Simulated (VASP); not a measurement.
# I (Im-3m) in VASP: further runs

Runs on I. Level: PBE. Tasks: single point.

All numbers are computed with VASP 6.6.1; they aren't measurements. Logs are shortened: lines on timing, memory, paths and dates and some standing lists are left out, and cuts for length are marked.

## (1) The cell of the first run

The structure is cubic, space group Im-3m (No. 229). The conventional cell has a = 4.075 Å, b = 4.075 Å, c = 4.075 Å, α = 90.00°, β = 90.00°, γ = 90.00°. I (site symmetry m-3m) has 14 I at 3.53 to 4.07 Å within 4.6 Å.

## (2) Single point, PBE

File INCAR:

```
SYSTEM = I
PREC = Accurate
ENCUT = 520
EDIFF = 1E-6
ISMEAR = -1
SIGMA = 0.06122561905347299
LREAL = .FALSE.
LASPH = .TRUE.
NELM = 60
ALGO = Normal
ISIF = 2
LWAVE = .FALSE.
LCHARG = .FALSE.
GGA = PE
NBANDS = 10
```

File KPOINTS:

```
Automatic mesh
0
G
  37 37 37
  0 0 0
```

File POSCAR:

```
I
1.0
   -2.0372736311      2.0372736311      2.0372736311
    2.0372736311     -2.0372736311      2.0372736311
    2.0372736311      2.0372736311     -2.0372736311
I
1
Direct
    0.0000000000      0.0000000000      0.0000000000
```

Potentials or basis: VASP PAW PBE potentials, release 64 (I).

Started as:

```
> cat potpaw_PBE.64/I/POTCAR > POTCAR
> mpirun -np 1 vasp_std > vasp.out
```

OUTCAR:

```text
SYSTEM = I
   PREC = Accurate
   ENCUT = 520
   EDIFF = 1E-6
   ISMEAR = -1
   LREAL = .FALSE.
   LASPH = .TRUE.
   NELM = 60
   ISIF = 2
   GGA = PE

 ion  position               nearest neighbor table
   1  0.000  0.000  0.000-

  LATTYP: Found a body centered cubic cell.
 ALAT       =     4.0745472622

  Lattice vectors:

 A1 = (  -2.0372736311,   2.0372736311,   2.0372736311)
 A2 = (   2.0372736311,  -2.0372736311,   2.0372736311)
 A3 = (   2.0372736311,   2.0372736311,  -2.0372736311)

Analysis of symmetry for initial positions (statically):
=====================================================================
 Subroutine PRICEL returns:
 Original cell was already a primitive cell.

 Routine SETGRP: Setting up the symmetry group for a
 body centered cubic supercell.

 Subroutine GETGRP returns: Found 48 space group operations
 (whereof 48 operations were pure point group operations)
 out of a pool of 48 trial point group operations.

The static configuration has the point symmetry O_h .

Analysis of symmetry for dynamics (positions and initial velocities):
=====================================================================
 Subroutine PRICEL returns:
 Original cell was already a primitive cell.

 Routine SETGRP: Setting up the symmetry group for a
 body centered cubic supercell.

 Subroutine GETGRP returns: Found 48 space group operations
 (whereof 48 operations were pure point group operations)
 out of a pool of 48 trial point group operations.

The dynamic configuration has the point symmetry O_h .

 Subroutine INISYM returns: Found 48 space group operations
 (whereof 48 operations are pure point group operations),
 and found     1 'primitive' translations

----------------------------------------------------------------------------------------

                                     Primitive cell

  volume of cell :      33.8227

  direct lattice vectors                    reciprocal lattice vectors
    -2.037273631  2.037273631  2.037273631     0.000000000  0.245426040  0.245426040
     2.037273631 -2.037273631  2.037273631     0.245426040  0.000000000  0.245426040
     2.037273631  2.037273631 -2.037273631     0.245426040  0.245426040  0.000000000

  length of vectors
     3.528661438  3.528661438  3.528661438     0.347084835  0.347084835  0.347084835

  position of ions in fractional coordinates (direct lattice)
     0.000000000  0.000000000  0.000000000

  ion indices of the primitive-cell ions
   primitive index   ion index
                 1           1

----------------------------------------------------------------------------------------

 KPOINTS: Automatic mesh

Automatic generation of k-mesh.
 Grid dimensions read from file:
 generate k-points for:   37   37   37

 Generating k-lattice:

  Cartesian coordinates                     Fractional coordinates (reciprocal lattice)
     0.000000000  0.006633136  0.006633136     0.027027027  0.000000000  0.000000000
     0.006633136  0.000000000  0.006633136     0.000000000  0.027027027  0.000000000
     0.006633136  0.006633136  0.000000000     0.000000000  0.000000000  0.027027027

  Length of vectors
     0.009380671  0.009380671  0.009380671

  Shift w.r.t. Gamma in fractional coordinates (k-lattice)
     0.000000000  0.000000000  0.000000000

 Subroutine IBZKPT returns following result:
 ===========================================

 Found   1330 irreducible k-points:

 Following reciprocal coordinates:
            Coordinates               Weight
  0.000000  0.000000  0.000000      1.000000
  0.027027  0.000000  0.000000     12.000000
  0.054054  0.000000  0.000000     12.000000
  0.081081  0.000000  0.000000     12.000000
  0.108108  0.000000  0.000000     12.000000
  0.135135  0.000000  0.000000     12.000000
[... 16 lines left out ...]
  0.108108  0.027027  0.000000     48.000000
  0.135135  0.027027  0.000000     48.000000
 [... further k-points ...]
   k-points           NKPTS =   1330   k-points in BZ     NKDIM =   1330   number of bands    NBANDS=     10
   number of dos      NEDOS =    301   number of ions     NIONS =      1
   total plane-waves  NPLWV =  21952
   dimension x,y,z NGX =    28 NGY =   28 NGZ =   28
   dimension x,y,z NGXF=    56 NGYF=   56 NGZF=   56
   ions per type =               1
   NGX,Y,Z   is equivalent  to a cutoff of  13.19, 13.19, 13.19 a.u.
   NGXF,Y,Z  is equivalent  to a cutoff of  26.38, 26.38, 26.38 a.u.
 SYSTEM =  I
   PREC   = accura    normal or accurate (medium, high low for compatibility)
   ISTART =      0    job   : 0-new  1-cont  2-samecut
   ICHARG =      2    charge: 1-file 2-atom 10-const
   ISPIN  =      1    spin polarized calculation?
   LNONCOLLINEAR =      F non collinear calculations
   LSORBIT =      F    spin-orbit coupling
   LASPH  =      T    aspherical Exc in radial PAW
   ENCUT  =  520.0 eV  38.22 Ry    6.18 a.u.   6.56  6.56  6.56*2*pi/ulx,y,z
   NELM   =     60;   NELMIN=  2; NELMDL= -5     # of ELM steps
   EDIFF  = 0.1E-05   stopping-criterion for ELM
   LREAL  =      F    real-space projection
   EDIFFG = 0.1E-04   stopping-criterion for IOM
   NSW    =      0    number of steps for IOM
   IBRION =     -1    ionic relax: 0-MD 1-quasi-New 2-CG
   NFREE  =      0    steps in history (QN), initial steepest desc. (CG)
   ISIF   =      2    stress and relaxation
   ISYM   =      2    0-nonsym 1-usesym 2-fastsym
   POTIM  = 0.5000    time-step for ionic-motion
   TEBEG  =    0.0;   TEEND  =   0.0 temperature during run
   PSTRESS=    0.0 pullay stress
   NELECT =       7.0000    total number of electrons
   NUPDOWN=      -1.0000    fix difference up-down
   EMIN   =  10.00;   EMAX   =-10.00  energy-range for DOS
   EFERMI =   0.00;   METHOD = LEGACY
   ISMEAR =    -1;   SIGMA  =   0.06  broadening in eV -4-tet -1-fermi 0-gaus
   EFERMI_NEDOS =   21; number of points for ismear=-14 and -15
   IALGO  =     38    algorithm
   IMIX   =      4    mixing-type and parameters
     AMIX     =   0.40;   BMIX     =  1.00
     AMIX_MAG =   1.60;   BMIX_MAG =  1.00
  volume/ion in A,a.u.               =      33.82       228.25
  Fermi-wavevector in a.u.,A,eV,Ry     =   0.968363  1.829941 12.758547  0.937727
  Thomas-Fermi vector in A             =   2.098326
   LORBIT       =      0    0 simple, 1 ext, 2 COOP (PROOUT), +10 PAW based schemes
   GGA     = PE    functional components
   LHFCALC =     F    Hartree Fock is set to
   AEXX    =    0.0000 exact exchange contribution
   IVDW    =     0    specifies the selected vdW correction
   LEPSILON=     F    determine dielectric tensor
   LRPA    =     F    only Hartree local field effects (RPA)
 non-spin polarized calculation
  energy-cutoff  :      520.00
  volume of cell :       33.82
 maximum number of plane-waves:       943
   NGX = 13   NGY = 13   NGZ = 13

 number of electron       6.9999999 magnetization

 Free energy of the ion-electron system (eV)
  ---------------------------------------------------
  ext. energy  EPLUGINS =         0.00000000
  ---------------------------------------------------
  free energy    TOTEN  =        -1.05552117 eV

  energy without entropy =       -1.03354324  energy(sigma->0) =       -1.04453221

 E-fermi :   5.0756     XC(G=0):  -9.2664

 val. band max:        5.0755521624   @ k =  -0.3784  -0.4595   0.0811
 cond. band min:       5.0759916668   @ k =  -0.1081   0.1081   0.0270
 fundamental gap:      0.0004395044
 Fermi energy:         5.0756016029

 k-point     1 :       0.0000    0.0000    0.0000
  band No.  band energies     occupation
      1      -8.7077      2.00000
      2       5.9894      0.00000
      3       5.9894      0.00000
      4       5.9894      0.00000
      5      12.3125      0.00000
      6      14.8268      0.00000
      7      14.8268      0.00000
      8      14.8268      0.00000
      9      17.1512      0.00000
     10      17.1512      0.00000

 k-point     2 :       0.0270    0.0000    0.0000
  band No.  band energies     occupation
      1      -8.6989      2.00000
      2       5.9240      0.00000
      3       5.9715      0.00000
      4       5.9868      0.00000
      5      12.3700      0.00000
      6      14.7764      0.00000
      7      14.8043      0.00000
      8      14.8671      0.00000
      9      16.8983      0.00000
     10      17.0594      0.00000

 k-point     3 :       0.0541    0.0000    0.0000
  band No.  band energies     occupation
      1      -8.6725      2.00000
      2       5.7367      0.00004
      3       5.9193      0.00000
      4       5.9791      0.00000
      5      12.5277      0.00000
      6      14.6383      0.00000
      7      14.7337      0.00000
      8      14.9867      0.00000
      9      16.5616      0.00000
     10      16.8822      0.00000

 k-point     4 :       0.0811    0.0000    0.0000
  band No.  band energies     occupation
      1      -8.6289      2.00000
      2       5.4489      0.00449
      3       5.8361      0.00001
      4       5.9665      0.00000
      5      12.7410      0.00000
      6      14.4410      0.00000
      7      14.6228      0.00000
      8      15.1821      0.00000
      9      16.3407      0.00000
     10      16.7055      0.00000
[... 222 lines left out ...]
 k-point    22 :       0.0811    0.0270    0.0000
  band No.  band energies     occupation
      1      -8.5942      2.00000
      2       5.2377      0.13225
      3       5.7892      0.00002
      4       5.9377      0.00000
      5      12.8785      0.00000
      6      14.3224      0.00000
      7      14.5067      0.00000
      8      15.3668      0.00000
      9      16.1621      0.00000
     10      16.7621      0.00000

 k-point    23 :       0.1081    0.0270    0.0000
  band No.  band energies     occupation
      1      -8.5257      2.00000
      2       4.8543      1.94751
      3       5.6666      0.00013
      4       5.9174      0.00000
      5      13.0114      0.00000
      6      14.0873      0.00000
      7      14.4606      0.00000
      8      15.6713      0.00000
      9      16.1133      0.00000
     10      16.6792      0.00000

 k-point    24 :       0.1351    0.0270    0.0000
  band No.  band energies     occupation
      1      -8.4416      2.00000
      2       4.4303      1.99995
      3       5.5265      0.00127
      4       5.8932      0.00000
      5      12.9668      0.00000
      6      13.8474      0.00000
      7      14.5880      0.00000
      8      16.0015      0.00000
      9      16.1814      0.00000
     10      16.6585      0.00000

 [... further k-points ...]
[... 5 lines left out ...]
  --------------------------------------------------------------------------------------
  -------------------------------------------------------------------------------------
  Total        0.3491122      0.3491122      0.3491122     -0.0000000      0.0000000     -0.0000000
  in kB       16.5374134     16.5374134     16.5374134     -0.0000000      0.0000000     -0.0000000
  external PRESSURE =      16.5374134 kB  Pullay stress =       0.0000000 kB

 VOLUME and BASIS-vectors are now :
 -----------------------------------------------------------------------------
  energy-cutoff  :      520.00
  volume of cell :       33.82
      direct lattice vectors                 reciprocal lattice vectors
    -2.037273631  2.037273631  2.037273631     0.000000000  0.245426040  0.245426040
     2.037273631 -2.037273631  2.037273631     0.245426040  0.000000000  0.245426040
     2.037273631  2.037273631 -2.037273631     0.245426040  0.245426040  0.000000000

 POSITION                                       TOTAL-FORCE (eV/Angst)
 -----------------------------------------------------------------------------------
      0.00000      0.00000      0.00000         0.000000     -0.000000     -0.000000
 -----------------------------------------------------------------------------------
    total drift:                                0.000000     -0.000000     -0.000000

  FREE ENERGIE OF THE ION-ELECTRON SYSTEM (eV)
  ---------------------------------------------------
  free  energy   TOTEN  =        -1.0555211734 eV

  energy  without entropy=       -1.0335432426  energy(sigma->0) =       -1.04453221
```

Run time: 3.7 min. Hardware: 1 thread of Oxide Virtual Turin-like, shared host; peak memory 0.48 GiB.

What came out:

- Free energy: -1.0555 eV
- Pressure: 1.7 GPa

Caveat: spin-orbit coupling is left out, which moves the levels of the heavy elements; an odd number of electrons without spin polarisation forces a metal; a magnetic or distorted state may lie lower.

(Part 1 of 2 ends here.)
